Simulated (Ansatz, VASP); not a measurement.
GaN in VASP and in Ansatz

File INCAR:

```
SYSTEM = GaN
ALGO = Normal
EDIFF = 1E-6
ENCUT = 520
GGA = PS
ISIF = 2
ISMEAR = 0
LASPH = .True.
LCHARG = .True.
LELF = .True.
LREAL = .False.
LVHAR = .True.
LWAVE = .False.
NBANDS = 26
NELM = 80
PREC = Accurate
SIGMA = 0.01
```

Contents of KPOINTS:

```
k-points
0
Gamma
  6 6 3
  0 0 0
```

The input POSCAR:

```
GaN
1.0
    3.1800000000      0.0000000000      0.0000000000
   -1.5900000000      2.7539607800      0.0000000000
    0.0000000000      0.0000000000      5.1660000000
Ga N
2 2
Direct
    0.3333333333      0.6666666667      0.0000000000
    0.6666666667      0.3333333333      0.5000000000
    0.3333333333      0.6666666667      0.3750000000
    0.6666666667      0.3333333333      0.8750000000
```

Input for Ansatz:

```yaml
crystal:
  lattice:
    - [3.18, 0.0, 0.0]
    - [-1.59, 2.75396078, 0.0]
    - [0.0, 0.0, 5.166]
  atoms:
    - { symbol: Ga, position: [0.3333333333333333, 0.6666666666666666, 0.0] }
    - { symbol: Ga, position: [0.6666666666666666, 0.3333333333333333, 0.5] }
    - { symbol: "N", position: [0.3333333333333333, 0.6666666666666666, 0.375] }
    - { symbol: "N", position: [0.6666666666666666, 0.3333333333333333, 0.8750000000000001] }
basis:
  ecutwfc: 550.0
kpoints:
  mp_grid:
    grid: [6, 6, 3]
  band_path:
    path:
      - [0.0, 0.0, 0.0]
      - [-0.015183381570966815, 0.007591690785483407, 0.0]
      - [0.015183381570966815, -0.007591690785483407, 0.0]
      - [0.0, -0.013149194136546352, 0.0]
      - [0.0, 0.013149194136546352, 0.0]
      - [0.0, 0.0, -0.024665833080381942]
      - [0.0, 0.0, 0.024665833080381942]
      - [0.015183381570966815, 0.005557503351062943, 0.0]
      - [0.015183381570966815, -0.02074088492202976, 0.0]
      - [-0.015183381570966815, 0.02074088492202976, 0.0]
      - [-0.015183381570966815, -0.005557503351062943, 0.0]
      - [0.015183381570966815, -0.007591690785483407, 0.024665833080381942]
      - [0.015183381570966815, -0.007591690785483407, -0.024665833080381942]
      - [-0.015183381570966815, 0.007591690785483407, 0.024665833080381942]
      - [-0.015183381570966815, 0.007591690785483407, -0.024665833080381942]
      - [0.0, 0.013149194136546352, 0.024665833080381942]
      - [0.0, 0.013149194136546352, -0.024665833080381942]
      - [0.0, -0.013149194136546352, 0.024665833080381942]
      - [0.0, -0.013149194136546352, -0.024665833080381942]
    npoints: 1
hamiltonian:
  xc: pbesol
scf:
  occupations:
    method: fixed
```

Alike in both runs: task single point; functional PBEsol; k mesh 6 × 6 × 3; no spin polarisation.

|  | VASP | Ansatz |
| --- | --- | --- |
| version | VASP 6.6.1 | Ansatz 0.2.0 |
| potentials or method | VASP PAW PBE potentials, release 64 (Ga_d, N), cutoff 520 eV | plane waves, PAW |
| occupations | gaussian, width 0.01 eV | fixed |
| valence electrons in the cell | 36 | 36 |

VASP gave:

| Property | Result |
| --- | --- |
| gap on the k mesh at the Fermi level (eV) | 1.92 |

Problem. Which values does Ansatz return?

Solution. gap on the k mesh at the Fermi level (eV): 1.91.

VASP's potentials were made for PBE, not for PBEsol.
